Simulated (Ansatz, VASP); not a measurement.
# Two plane-wave programs on WSe2

INCAR

```
SYSTEM = WSe2
PREC = Accurate
ENCUT = 520
EDIFF = 1E-6
ISMEAR = 0
SIGMA = 0.05
LREAL = .False.
LASPH = .True.
NELM = 60
ALGO = Normal
ISIF = 2
LWAVE = .False.
LCHARG = .False.
LDIPOL = .True.
IDIPOL = 3
DIPOL = 0.5 0.5 0.399
GGA = PE
IVDW = 12
NBANDS = 35
```

KPOINTS

```
Automatic mesh
0
Gamma
  9 9 1
  0 0 0
```

Contents of POSCAR:

```
WSe2
1.0
    3.2854929709      0.0000000000      0.0000000000
   -1.6427464855      2.8453203767      0.0000000000
    0.0000000000      0.0000000000     24.2386466774
Se W
4 2
Direct
    0.3333333333      0.6666666667      0.1856539294
    0.3333333333      0.6666666667      0.3246601777
    0.3333333333      0.6666666667      0.4735958856
    0.3333333333      0.6666666667      0.6126021339
    0.6666666667      0.3333333333      0.2551570536
    0.6666666667      0.3333333333      0.5430990097
```

Input for Ansatz:

```yaml
crystal:
  lattice:
    - [3.2854929709, 0.0, 0.0]
    - [-1.6427464855, 2.8453203767, 0.0]
    - [0.0, 0.0, 24.2386466774]
  atoms:
    - { symbol: Se, position: [0.3333333333, 0.6666666667, 0.1856539294] }
    - { symbol: W, position: [0.6666666667, 0.3333333333, 0.2551570536] }
    - { symbol: Se, position: [0.3333333333, 0.6666666667, 0.3246601777] }
    - { symbol: Se, position: [0.3333333333, 0.6666666667, 0.4735958856] }
    - { symbol: W, position: [0.6666666667, 0.3333333333, 0.5430990097] }
    - { symbol: Se, position: [0.3333333333, 0.6666666667, 0.6126021339] }
basis:
  ecutwfc: 420
kpoints:
  mp_grid: { grid: [9, 9, 1] }
hamiltonian:
  xc: pbe
  pseudopotentials: { kind: paw, azcp: { folder: soft_1 } }
  dispersion: d3bj
scf:
  occupations: { method: gaussian, width: 0.05 }
output:
  forces: true
  eigenvalues: true
efield:
  axis: 3
  dipole_correction: true
  ramp_width: 0.04
```

Alike in both runs: task single point; functional PBE; dispersion D3(BJ); k mesh 9 × 9 × 1; occupations gaussian, width 0.05 eV; no spin polarisation.

```csv
,VASP,Ansatz
version,VASP 6.6.1,Ansatz 0.2.0
potentials or method,"VASP PAW PBE potentials, release 64 (Se, W_sv), cutoff 520 eV","scalar-relativistic, plane waves, PAW"
valence electrons in the cell,52,92
```

```csv
,VASP,Ansatz,Ansatz less VASP
gap on the k mesh at the Fermi level (eV),1.52,1.52,-0.001
least direct gap on the mesh (eV),1.64,1.64,+0.004
rms of the force components (eV/Å),0.015,0.013,-0.0015
```

VASP's potentials hold 52 valence electrons a cell and Ansatz's 92, so a difference there can come from the potentials and not from the codes.

Spin-orbit coupling is off throughout.
